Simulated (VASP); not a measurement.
# TaN (Fm-3m) in VASP: notebook, part 2 of 2

VASP 6.6.1.

## Step 4: Single point, LDA

This run uses another cell than the first one, of 10.38 Å³/atom, 1.051 times its volume.

Contents of INCAR:

```
SYSTEM = TaN
ALGO     = Normal         ! electronic algorithm
EDIFF    = 1E-6           ! SCF threshold, eV
ENCUT    = 600            ! plane-wave cutoff, eV
GGA_COMPAT= .FALSE.      
ISIF     = 2              ! what is computed and relaxed
ISMEAR   = -1             ! smearing method
LASPH    = .TRUE.         ! aspherical terms in the spheres
LCHARG   = .FALSE.        ! write CHGCAR
LREAL    = .FALSE.        ! projectors in reciprocal space
LWAVE    = .FALSE.        ! write WAVECAR
NBANDS   = 16             ! bands
NELM     = 120            ! most SCF steps
PREC     = Accurate       ! precision mode
SIGMA    = 0.05           ! smearing width, eV
```

Contents of KPOINTS:

```
k-points
0
G
  10 10 10
  0 0 0
```

Contents of POSCAR:

```
TaN
1.0
    0.0000000000      2.1814365931      2.1814365931
    2.1814365931      0.0000000000      2.1814365931
    2.1814365931      2.1814365931      0.0000000000
Ta N
1 1
Direct
    0.5000000000      0.5000000000      0.5000000000
    0.0000000000      0.0000000000      0.0000000000
```

Potentials or basis: VASP PAW LDA potentials, release 64 (Ta_sv_GW, N).

The run is started by

```console
cat potpaw_LDA.64/Ta_sv_GW/POTCAR potpaw_LDA.64/N/POTCAR > POTCAR
mpirun -np 1 vasp_std > vasp.out
```

OUTCAR:

```text
SYSTEM = TaN
   EDIFF = 1E-6
   ENCUT = 600
   ISIF = 2
   ISMEAR = -1
   LASPH = .TRUE.
   LREAL = .FALSE.
   NELM = 120
   PREC = Accurate

 ion  position               nearest neighbor table
   1  0.500  0.500  0.500-   2 2.18   2 2.18   2 2.18   2 2.18   2 2.18   2 2.18
   2  0.000  0.000  0.000-   1 2.18   1 2.18   1 2.18   1 2.18   1 2.18   1 2.18

  LATTYP: Found a face centered cubic cell.
 ALAT       =     4.3628731862

  Lattice vectors:

 A1 = (   0.0000000000,   2.1814365931,   2.1814365931)
 A2 = (   2.1814365931,   0.0000000000,   2.1814365931)
 A3 = (   2.1814365931,   2.1814365931,   0.0000000000)

[... 640 lines left out ...]

  FORCE on cell =-STRESS in cart. coord.  units (eV):
  Direction    XX          YY          ZZ          XY          YZ          ZX
  --------------------------------------------------------------------------------------
  -------------------------------------------------------------------------------------
  Total       -0.3432584     -0.3432584     -0.3432584      0.0000000      0.0000000      0.0000000
  in kB      -26.4895120    -26.4895120    -26.4895120      0.0000000      0.0000000      0.0000000
  external PRESSURE =     -26.4895120 kB  Pullay stress =       0.0000000 kB

 VOLUME and BASIS-vectors are now :
 -----------------------------------------------------------------------------
  energy-cutoff  :      600.00
  volume of cell :       20.76
      direct lattice vectors                 reciprocal lattice vectors
     0.000000000  2.181436593  2.181436593    -0.229206754  0.229206754  0.229206754
     2.181436593  0.000000000  2.181436593     0.229206754 -0.229206754  0.229206754
     2.181436593  2.181436593  0.000000000     0.229206754  0.229206754 -0.229206754

 POSITION                                       TOTAL-FORCE (eV/Angst)
 -----------------------------------------------------------------------------------
      2.18144      2.18144      2.18144        -0.000000     -0.000000      0.000000
      0.00000      0.00000      0.00000         0.000000      0.000000     -0.000000
 -----------------------------------------------------------------------------------
    total drift:                                0.000000      0.000000      0.000000

  FREE ENERGIE OF THE ION-ELECTRON SYSTEM (eV)
  ---------------------------------------------------
  free  energy   TOTEN  =       -26.6827917608 eV

  energy  without entropy=      -26.6767719327  energy(sigma->0) =      -26.67978185
```

OSZICAR:

```text
N       E                     dE             d eps       ncg     rms          rms(c)
DAV:   1     0.108080836601E+03    0.10808E+03   -0.12447E+04  1512   0.129E+03
DAV:   2    -0.259608737625E+02   -0.13404E+03   -0.12914E+03  2120   0.316E+02
DAV:   3    -0.307352932027E+02   -0.47744E+01   -0.47690E+01  1688   0.532E+01
DAV:   4    -0.308796106245E+02   -0.14432E+00   -0.14431E+00  2176   0.630E+00
DAV:   5    -0.308840315072E+02   -0.44209E-02   -0.44209E-02  1736   0.822E-01    0.466E+01
DAV:   6    -0.268817504505E+02    0.40023E+01   -0.88474E+00  1584   0.253E+01    0.479E+01
DAV:   7    -0.267454595244E+02    0.13629E+00   -0.40740E-01  1616   0.507E+00    0.249E+01
DAV:   8    -0.266840448374E+02    0.61415E-01   -0.15606E-01  1752   0.299E+00    0.220E+00
DAV:   9    -0.266829999273E+02    0.10449E-02   -0.29290E-03  1688   0.534E-01    0.290E-01
DAV:  10    -0.266828098305E+02    0.19010E-03   -0.15401E-03  1560   0.375E-01    0.217E-01
DAV:  11    -0.266828355693E+02   -0.25739E-04   -0.22486E-04  1656   0.133E-01    0.821E-02
DAV:  12    -0.266827915861E+02    0.43983E-04   -0.95882E-05  1632   0.840E-02    0.182E-02
DAV:  13    -0.266827917608E+02   -0.17473E-06   -0.49309E-06  1800   0.187E-02
   1 F= -.26682792E+02 E0= -.26679782E+02  d E =-.601983E-02
```

stdout:

```text
POSCAR found type information on POSCAR TaN
 POSCAR found :  2 types and       2 ions
 scaLAPACK will be used
 LDA part: xc-table for (Slater(with rela. corr.)+CA(PZ))
 , standard interpolation
 POSCAR, INCAR and KPOINTS ok, starting setup
 FFT: planning ... GRIDC
 FFT: planning ... GRID_SOFT
 FFT: planning ... GRID
 WAVECAR not read
 entering main loop
```

It used 45 s of CPU time on 1 thread of AMD EPYC 7R13 Processor (Zen 3), on a shared host.

Results:

```yaml
Free_energy: -26.6828 eV
Pressure: -2.6 GPa
Band_gap_on_the_k_mesh: zero (band 9 reaches 15.81 eV, above the bottom of band 10 at 11.66 eV)
```

Caveat: spin-orbit coupling is left out, which moves the levels of the heavy elements.

## Step 5: Summary

| level | potentials or basis | cell | cutoff (eV) | gap on the mesh (eV) | pressure (GPa) |
| --- | --- | --- | --- | --- | --- |
| r2SCAN | VASP PAW PBE potentials, release 64 (Ta_sv_GW, N) | a = 3.034 Å, angles 60.0°, 2 atoms | 660 | none | 30.2 |
| r2SCAN | VASP PAW PBE potentials, release 64 (Ta_sv_GW, N) | a = 3.127 Å, angles 60.0°, 2 atoms | 660 | none | -6.2 |
| LDA | VASP PAW LDA potentials, release 64 (Ta_sv_GW, N) | a = 3.085 Å, angles 60.0°, 2 atoms | 600 | none | -2.6 |

Alike in all rows: task single point; no spin polarisation; k mesh 10 × 10 × 10; smearing fermi-dirac 0.05 eV.

Caveats: spin-orbit coupling is left out, which moves the levels of the heavy elements; the PAW data sets were made with another functional, which shifts forces and pressure a little (some runs).

Absolute energies hang on the potentials; compare differences alone.
